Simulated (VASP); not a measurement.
Hf2SeS3: relaxation of cell and atoms with PBE

The system is Hf2SeS3.

```
Hf Se S
1.0
     6.59858    0.00000    0.00000
    -3.29929    5.71454    0.00000
     0.00000    0.00000    3.36834
Hf Se S
2 1 3
Cartesian
  0.0000 3.8097 0.0000
  3.2993 1.9048 0.0000
  0.0000 0.0000 0.0000
  3.2993 0.0000 1.6842
  1.6496 2.8573 1.6842
  -1.6496 2.8573 1.6842
```

The cell was generated, and may not be a known phase.

```json
{"Program": "VASP 6.6.1", "Task": "relaxation of cell and atoms", "Functional": "PBE", "Potentials or basis": "VASP PAW PBE potentials, release 64 (Hf_pv, Se, S)", "Cutoff": "600 eV", "k mesh": "6 × 6 × 12", "Occupations": "gaussian, width 0.1 eV", "Spin": "no spin polarisation", "Dipole correction": "no", "Further INCAR settings": "ALGO = Normal; EDIFF = 1e-06; IBRION = 2; EDIFFG = -0.01; NSW = 100; ISIF = 3"}
```

```
Relaxed volume                        : 21.00 Å³/atom
Relaxed cell                          : a = 6.584 Å, b = 6.584 Å, c = 3.356 Å, α = 90.00°, β = 90.00°, γ = 120.00°
Space group after relaxing (to 0.1 Å) : P6/mmm (No. 191)
Energy gained by relaxing             : 0.5 meV/atom
Ionic steps                           : 3
Pressure after relaxing               : 0.0 GPa
Band gap on the k mesh                : zero (bands 22 and 23 overlap by 0.75 eV)
```

Step by step:
```tsv
step	energy change (eV)	largest force (eV/Å)	pressure (GPa)	volume (Å³)
1	0.0000	0.0000	-0.85	127.01
2	0.0003	0.0000	0.92	124.95
3	-0.0029	0.0000	0.00	126.00
```

Final structure:
```yaml
crystal:
  lattice:
    - [6.58423, 0.00000, 0.00000]
    - [-3.29212, 5.70211, 0.00000]
    - [0.00000, 0.00000, 3.35598]
  atoms:
    - { symbol: Hf, position: [0.33333, 0.66667, 0.00000] }
    - { symbol: Hf, position: [0.66667, 0.33333, 0.00000] }
    - { symbol: Se, position: [0.00000, 0.00000, 0.00000] }
    - { symbol: S, position: [0.50000, 0.00000, 0.50000] }
    - { symbol: S, position: [0.50000, 0.50000, 0.50000] }
    - { symbol: S, position: [0.00000, 0.50000, 0.50000] }
```

Levels at points of the mesh, in eV from the Fermi level:
```tsv
k point	band 20	band 21	band 22	band 23	band 24	band 25
(0.00, 0.00, 0.00)	-1.98	-0.24	-0.24	0.07	0.07	0.47
(0.50, 0.00, 0.00)	-2.31	-0.50	-0.48	-0.22	0.58	0.94
(0.00, 0.00, 0.50)	-1.92	-1.92	-1.34	1.06	1.29	1.29
(0.50, 0.00, 0.50)	-1.77	-1.60	-0.64	-0.04	0.70	1.54
```

Wall time 3.9 min on 1 thread of Intel(R) Xeon(R) 6975P-C (Granite Rapids), with other jobs on the host, peak memory 0.42 GiB.

Caveat: spin-orbit coupling is left out, which moves the levels of the heavy elements.
